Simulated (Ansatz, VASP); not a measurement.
## FePt: VASP beside Ansatz

```
Pt Fe
1.0
     2.72350    0.00000    0.00000
     0.00000    2.72350    0.00000
     0.00000    0.00000    3.72000
Pt Fe
1 1
Cartesian
  1.3618 1.3618 1.8600
  0.0000 0.0000 0.0000
```

Alike in both runs: task single point; functional PBE; k mesh 10 × 10 × 7; occupations gaussian, width 0.013 eV; collinear spin.

|  | VASP | Ansatz |
| --- | --- | --- |
| version | VASP 6.6.1 | Ansatz 0.2.0 |
| potentials or method | VASP PAW PBE potentials, release 64 (Pt, Fe) | Ansatz PAW |
| plane-wave cutoff (eV) | 600 | 420 |
| valence electrons in the cell | 18 | 34 |

VASP gave:

* gap on the k mesh at the Fermi level (eV): none
* pressure (GPa): 2.8
* traceless stress, the component that is largest in VASP (GPa): 0.41
* net moment per atom (μB): 1.62
* size of the moment on the site where the two differ most (μB): 0.32

Problem. Which values does Ansatz return?

Solution. gap on the k mesh at the Fermi level (eV): none; pressure (GPa): 3.3; traceless stress, the component that is largest in VASP (GPa): 0.36; net moment per atom (μB): 1.64; size of the moment on the site where the two differ most (μB): 0.39.

Site moments also hang on the region over which each program counts them. A gap of «none» marks a metal or a gap that the smearing closes. VASP's potentials hold 18 valence electrons a cell and Ansatz's 34, so a difference there can come from the potentials and not from the codes.

Neither program's run includes spin-orbit coupling.
